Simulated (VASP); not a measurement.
# Cr (Im-3m) in VASP: notebook

Runs on Cr. Level: PBE. Tasks: single point.

Everything below comes from runs of VASP 6.6.1. Logs are shortened: lines on timing, memory, paths and dates and some standing lists are left out, and cuts for length are marked.

## 1. The cell of the first run

Symmetry: Im-3m, No. 229, cubic system. Conventional cell: a = 2.849 Å, b = 2.849 Å, c = 2.849 Å, α = 90.00°, β = 90.00°, γ = 90.00°. Cr (site symmetry m-3m) has 14 Cr at 2.47 to 2.85 Å within 3.3 Å.

## 2. Single point, PBE, collinear spin, ferromagnetic start

Input file INCAR:

```
SYSTEM = Cr
ALGO = Normal
EDIFF = 1E-7
ENCUT = 520
GGA = PE
ISIF = 2
ISMEAR = -1
ISPIN = 2
LASPH = .True.
LCHARG = .True.
LELF = .True.
LMAXMIX = 4
LORBIT = 11
LREAL = .False.
LVHAR = .True.
LWAVE = .False.
MAGMOM = 2 2
NBANDS = 23
NELM = 150
PREC = Accurate
SIGMA = 0.1
```

Input file KPOINTS:

```
k-points
0
Gamma
  14 14 14
  0 0 0
```

Input file POSCAR:

```
Cr
1.0
    2.8486260734      0.0000000000      0.0000000000
    0.0000000000      2.8486260734      0.0000000000
    0.0000000000      0.0000000000      2.8486260734
Cr
2
Direct
    0.0000000000      0.0000000000      0.0000000000
    0.5000000000      0.5000000000      0.5000000000
```

Potentials or basis: VASP PAW PBE potentials, release 64 (Cr_pv).

On the command line:

```
cat potpaw_PBE.64/Cr_pv/POTCAR > POTCAR
mpirun -np 1 vasp_std > vasp.out
```

OUTCAR:

```text
SYSTEM = Cr
   EDIFF = 1E-7
   ENCUT = 520
   GGA = PE
   ISIF = 2
   ISMEAR = -1
   ISPIN = 2
   LASPH = .True.
   LORBIT = 11
   LREAL = .False.
   NELM = 150
   PREC = Accurate

 ion  position               nearest neighbor table
   1  0.000  0.000  0.000-   2 2.47   2 2.47   2 2.47   2 2.47   2 2.47   2 2.47   2 2.47   2 2.47

   2  0.500  0.500  0.500-   1 2.47   1 2.47   1 2.47   1 2.47   1 2.47   1 2.47   1 2.47   1 2.47

  LATTYP: Found a simple cubic cell.
 ALAT       =     2.8486260734

  Lattice vectors:

 A1 = (   2.8486260734,   0.0000000000,   0.0000000000)
 A2 = (   0.0000000000,   2.8486260734,   0.0000000000)
 A3 = (   0.0000000000,   0.0000000000,   2.8486260734)

Analysis of symmetry for initial positions (statically):
=====================================================================
 Subroutine PRICEL returns following result:

  LATTYP: Found a body centered cubic cell.
 ALAT       =     2.8486260734

  Lattice vectors:

 A1 = (   1.4243130367,   1.4243130367,  -1.4243130367)
 A2 = (  -1.4243130367,   1.4243130367,   1.4243130367)
 A3 = (   1.4243130367,  -1.4243130367,   1.4243130367)

   2 primitive cells build up your supercell.

 Routine SETGRP: Setting up the symmetry group for a
 simple cubic supercell.

 Subroutine GETGRP returns: Found 48 space group operations
 (whereof 48 operations were pure point group operations)
 out of a pool of 48 trial point group operations.

The static configuration has the point symmetry O_h .

Analysis of symmetry for dynamics (positions and initial velocities):
=====================================================================
 Subroutine PRICEL returns following result:

  LATTYP: Found a body centered cubic cell.
 ALAT       =     2.8486260734

  Lattice vectors:

 A1 = (   1.4243130367,   1.4243130367,  -1.4243130367)
 A2 = (  -1.4243130367,   1.4243130367,   1.4243130367)
 A3 = (   1.4243130367,  -1.4243130367,   1.4243130367)

   2 primitive cells build up your supercell.

 Routine SETGRP: Setting up the symmetry group for a
 simple cubic supercell.

 Subroutine GETGRP returns: Found 48 space group operations
 (whereof 48 operations were pure point group operations)
 out of a pool of 48 trial point group operations.

The dynamic configuration has the point symmetry O_h .

Analysis of structural, dynamic, and magnetic symmetry:
=====================================================================
 Subroutine PRICEL returns following result:

  LATTYP: Found a body centered cubic cell.
 ALAT       =     2.8486260734

  Lattice vectors:

 A1 = (   1.4243130367,   1.4243130367,  -1.4243130367)
 A2 = (  -1.4243130367,   1.4243130367,   1.4243130367)
 A3 = (   1.4243130367,  -1.4243130367,   1.4243130367)

   2 primitive cells build up your supercell.

 Routine SETGRP: Setting up the symmetry group for a
 simple cubic supercell.

 Subroutine GETGRP returns: Found 48 space group operations
 (whereof 48 operations were pure point group operations)
 out of a pool of 48 trial point group operations.

The overall configuration has the point symmetry O_h .

 Subroutine INISYM returns: Found 48 space group operations
 (whereof 48 operations are pure point group operations),
 and found     2 'primitive' translations

----------------------------------------------------------------------------------------

                                     Primitive cell

  volume of cell :      11.5578

  direct lattice vectors                    reciprocal lattice vectors
     1.424313037  1.424313037 -1.424313037     0.351046425  0.351046425  0.000000000
    -1.424313037  1.424313037  1.424313037    -0.000000000  0.351046425  0.351046425
     1.424313037 -1.424313037  1.424313037     0.351046425  0.000000000  0.351046425

  length of vectors
     2.466982545  2.466982545  2.466982545     0.496454616  0.496454616  0.496454616

  position of ions in fractional coordinates (direct lattice)
     0.000000000  0.000000000  0.000000000

  ion indices of the primitive-cell ions
   primitive index   ion index
                 1           1

----------------------------------------------------------------------------------------

 KPOINTS: k-points

Automatic generation of k-mesh.
 Grid dimensions read from file:
 generate k-points for:   14   14   14

 Generating k-lattice:

  Cartesian coordinates                     Fractional coordinates (reciprocal lattice)
     0.025074745  0.000000000  0.000000000     0.071428571  0.000000000  0.000000000
     0.000000000  0.025074745  0.000000000     0.000000000  0.071428571  0.000000000
     0.000000000  0.000000000  0.025074745     0.000000000  0.000000000  0.071428571

  Length of vectors
     0.025074745  0.025074745  0.025074745

  Shift w.r.t. Gamma in fractional coordinates (k-lattice)
     0.000000000  0.000000000  0.000000000

 Subroutine IBZKPT returns following result:
 ===========================================

 Found    120 irreducible k-points:

 Following reciprocal coordinates:
            Coordinates               Weight
  0.000000  0.000000  0.000000      1.000000
  0.071429  0.000000  0.000000      6.000000
  0.142857  0.000000  0.000000      6.000000
  0.214286  0.000000  0.000000      6.000000
  0.285714  0.000000  0.000000      6.000000
  0.357143  0.000000  0.000000      6.000000
[... 16 lines left out ...]
  0.285714  0.214286  0.000000     24.000000
  0.357143  0.214286  0.000000     24.000000
 [... further k-points ...]
   k-points           NKPTS =    120   k-points in BZ     NKDIM =    120   number of bands    NBANDS=     23
   number of dos      NEDOS =    301   number of ions     NIONS =      2
   total plane-waves  NPLWV =  13824
   dimension x,y,z NGX =    24 NGY =   24 NGZ =   24
   dimension x,y,z NGXF=    48 NGYF=   48 NGZF=   48
   ions per type =               2
   NGX,Y,Z   is equivalent  to a cutoff of  14.01, 14.01, 14.01 a.u.
   NGXF,Y,Z  is equivalent  to a cutoff of  28.01, 28.01, 28.01 a.u.
 SYSTEM =  Cr
   PREC   = accura    normal or accurate (medium, high low for compatibility)
   ISTART =      0    job   : 0-new  1-cont  2-samecut
   ICHARG =      2    charge: 1-file 2-atom 10-const
   ISPIN  =      2    spin polarized calculation?
   LNONCOLLINEAR =      F non collinear calculations
   LSORBIT =      F    spin-orbit coupling
   LASPH  =      T    aspherical Exc in radial PAW
   ENCUT  =  520.0 eV  38.22 Ry    6.18 a.u.   5.30  5.30  5.30*2*pi/ulx,y,z
   NELM   =    150;   NELMIN=  2; NELMDL= -5     # of ELM steps
   EDIFF  = 0.1E-06   stopping-criterion for ELM
   LREAL  =      F    real-space projection
   EDIFFG = 0.1E-05   stopping-criterion for IOM
   NSW    =      0    number of steps for IOM
   IBRION =     -1    ionic relax: 0-MD 1-quasi-New 2-CG
   NFREE  =      0    steps in history (QN), initial steepest desc. (CG)
   ISIF   =      2    stress and relaxation
   ISYM   =      2    0-nonsym 1-usesym 2-fastsym
   POTIM  = 0.5000    time-step for ionic-motion
   TEBEG  =    0.0;   TEEND  =   0.0 temperature during run
   PSTRESS=    0.0 pullay stress
   NELECT =      24.0000    total number of electrons
   NUPDOWN=      -1.0000    fix difference up-down
   EMIN   =  10.00;   EMAX   =-10.00  energy-range for DOS
   EFERMI =   0.00;   METHOD = LEGACY
   ISMEAR =    -1;   SIGMA  =   0.10  broadening in eV -4-tet -1-fermi 0-gaus
   EFERMI_NEDOS =   21; number of points for ismear=-14 and -15
   IALGO  =     38    algorithm
   IMIX   =      4    mixing-type and parameters
     AMIX     =   0.40;   BMIX     =  1.00
     AMIX_MAG =   1.60;   BMIX_MAG =  1.00
  volume/ion in A,a.u.               =      11.56        78.00
  Fermi-wavevector in a.u.,A,eV,Ry     =   1.657715  3.132627 37.389057  2.748018
  Thomas-Fermi vector in A             =   2.745420
   LORBIT       =     11    0 simple, 1 ext, 2 COOP (PROOUT), +10 PAW based schemes
   GGA     = PE    functional components
   LHFCALC =     F    Hartree Fock is set to
   AEXX    =    0.0000 exact exchange contribution
   IVDW    =     0    specifies the selected vdW correction
   LEPSILON=     F    determine dielectric tensor
   LRPA    =     F    only Hartree local field effects (RPA)
 spin polarized calculation
  energy-cutoff  :      520.00
  volume of cell :       23.12
 maximum number of plane-waves:       639
 NGX is ok and might be reduce to    24
   NGX = 11   NGY = 11   NGZ = 11

 number of electron      23.9999986 magnetization      -0.0000005

 number of electron      23.9999986 magnetization       0.0000133

 Free energy of the ion-electron system (eV)
  ---------------------------------------------------
  ext. energy  EPLUGINS =         0.00000000
  ---------------------------------------------------
  free energy    TOTEN  =       -19.05605437 eV

  energy without entropy =      -19.00845076  energy(sigma->0) =      -19.03225256

 E-fermi :  10.9648     XC(G=0): -13.6701

 val. band max:       10.9516115569   @ k =   0.4286   0.0714   0.0000
 cond. band min:      10.9959072356   @ k =   0.2143   0.2143   0.0000
 fundamental gap:      0.0442956787
 Fermi energy:        10.9648440822

 spin component 1

 k-point     1 :       0.0000    0.0000    0.0000
  band No.  band energies     occupation
      1     -32.3880      1.00000
      2     -32.3880      1.00000
      3     -32.3880      1.00000
      4     -31.7605      1.00000
      5     -31.7605      1.00000
      6     -31.7605      1.00000
[... 613 lines left out ...]
     22      26.5915      0.00000
     23      27.3141      0.00000

 [... further k-points ...]

 spin component 2

 k-point     1 :       0.0000    0.0000    0.0000
  band No.  band energies     occupation
      1     -32.3880      1.00000
      2     -32.3880      1.00000
      3     -32.3880      1.00000
      4     -31.7605      1.00000
      5     -31.7605      1.00000
      6     -31.7605      1.00000
[... 613 lines left out ...]
     22      26.5915      0.00000
     23      27.3141      0.00000

 [... further k-points ...]

------------------------ aborting loop because EDIFF is reached ----------------------------------------

  FORCE on cell =-STRESS in cart. coord.  units (eV):
  Direction    XX          YY          ZZ          XY          YZ          ZX
  --------------------------------------------------------------------------------------
  -------------------------------------------------------------------------------------
  Total       -0.0776843     -0.0776843     -0.0776843      0.0000000      0.0000000      0.0000000
  in kB       -5.3844011     -5.3844011     -5.3844011      0.0000000      0.0000000      0.0000000
  external PRESSURE =      -5.3844011 kB  Pullay stress =       0.0000000 kB

 VOLUME and BASIS-vectors are now :
 -----------------------------------------------------------------------------
  energy-cutoff  :      520.00
  volume of cell :       23.12
      direct lattice vectors                 reciprocal lattice vectors
     2.848626073  0.000000000  0.000000000     0.351046425  0.000000000  0.000000000
     0.000000000  2.848626073  0.000000000     0.000000000  0.351046425  0.000000000
     0.000000000  0.000000000  2.848626073     0.000000000  0.000000000  0.351046425

 POSITION                                       TOTAL-FORCE (eV/Angst)
 -----------------------------------------------------------------------------------
      0.00000      0.00000      0.00000        -0.000000     -0.000000     -0.000000
      1.42431      1.42431      1.42431         0.000000      0.000000      0.000000
 -----------------------------------------------------------------------------------
    total drift:                                0.000000      0.000000     -0.000000

  FREE ENERGIE OF THE ION-ELECTRON SYSTEM (eV)
  ---------------------------------------------------
  free  energy   TOTEN  =       -19.0560543655 eV

  energy  without entropy=      -19.0084507599  energy(sigma->0) =      -19.03225256

 total charge

# of ion       s       p       d       tot
------------------------------------------
    1        0.440   6.405   4.211  11.057
    2        0.440   6.405   4.211  11.057
--------------------------------------------------
tot          0.881  12.810   8.423  22.114

 magnetization (x)

# of ion       s       p       d       tot
------------------------------------------
    1        0.000   0.000   0.000   0.000
    2        0.000   0.000   0.000   0.000
--------------------------------------------------
tot          0.000   0.000   0.000   0.000
```

It took 84 s on 1 thread of Intel Xeon 8259CL, shared host; peak memory 0.21 GiB.

What came out:

| Quantity | Value |
| --- | --- |
| Free energy | -19.0561 eV |
| Pressure | -0.5 GPa |
| Band gap on the k mesh | zero (filled and empty bands overlap) |
| Net moment | 0.00 μB per cell |
| Valence electrons inside the program's atomic spheres | Cr 11.06 |

Caveat: an empty level that is flat over the whole mesh can mark a ghost state of the potentials, or a narrow d or f band; the moments typed at the start vanished in this run.

## 3. Single point, PBE, collinear spin, ferromagnetic start

Input file INCAR:

```
PREC     = Accurate       # precision mode
ENCUT    = 520            # plane-wave cutoff, eV
EDIFF    = 1E-7           # SCF threshold, eV
ISMEAR   = -1             # smearing method
SIGMA    = 0.1            # smearing width, eV
LREAL    = False          # projectors in reciprocal space
LASPH    = True           # aspherical terms in the spheres
NELM     = 150            # most SCF steps
ALGO     = Normal         # electronic algorithm
ISIF     = 2              # what is computed and relaxed
LWAVE    = False          # write WAVECAR
LCHARG   = True           # write CHGCAR
ISPIN    = 2              # spin polarisation
MAGMOM   = 2 2            # initial moments
LORBIT   = 11             # projections on sites
LMAXMIX  = 4              # l up to which the mixer works
GGA      = PE             # functional
LELF     = True           # ELF
LVHAR    = True         
NBANDS   = 23             # bands
```

Input file KPOINTS:

```
Automatic mesh
0
Gamma
  14 14 14
```

POSCAR is that of step 2.

Potentials or basis: VASP PAW PBE potentials, release 64 (Cr_pv).

On the command line:

```
cat potpaw_PBE.64/Cr_pv/POTCAR > POTCAR
mpirun -np 1 vasp_std > vasp.out
```

Run time: 84 s. Hardware: 1 thread of Intel Xeon 8259CL, shared host; peak memory 0.21 GiB.

It converged, with:

| Quantity | Value |
| --- | --- |
| Free energy | -19.0561 eV |
| Pressure | -0.5 GPa |
| Band gap on the k mesh | zero (filled and empty bands overlap) |
| Net moment | 0.00 μB per cell |
| Valence electrons inside the program's atomic spheres | Cr 11.06 |

Levels at points of the mesh, in eV from the Fermi level:
Spin up:
```tsv
k point	band 8	band 9	band 10	band 11	band 12	band 13	band 14	band 15	band 16	band 17
(0.00, 0.00, 0.00)	-4.31	-4.31	-0.91	-0.91	-0.91	1.14	1.14	2.44	2.44	2.44
(0.50, 0.00, 0.00)	-3.96	-1.80	-1.80	-0.41	-0.41	-0.41	-0.41	0.68	0.68	2.54
(0.50, 0.50, 0.00)	-4.43	-2.45	-2.45	1.11	1.11	1.14	1.14	1.48	1.48	2.83
(0.50, 0.50, 0.50)	-2.33	-2.33	-2.33	-2.33	-2.33	1.54	1.54	1.54	1.54	7.10
```
Spin down:
```csv
k point,band 8,band 9,band 10,band 11,band 12,band 13,band 14,band 15,band 16,band 17
"(0.00, 0.00, 0.00)",-4.31,-4.31,-0.91,-0.91,-0.91,1.14,1.14,2.44,2.44,2.44
"(0.50, 0.00, 0.00)",-3.96,-1.80,-1.80,-0.41,-0.41,-0.41,-0.41,0.68,0.68,2.54
"(0.50, 0.50, 0.00)",-4.43,-2.45,-2.45,1.11,1.11,1.14,1.14,1.48,1.48,2.83
"(0.50, 0.50, 0.50)",-2.33,-2.33,-2.33,-2.33,-2.33,1.54,1.54,1.54,1.54,7.10
```

Caveat: an empty level that is flat over the whole mesh can mark a ghost state of the potentials, or a narrow d or f band; the moments typed at the start vanished in this run.

The gap in the log of VASP goes by the Fermi energy; the results here count the filled bands.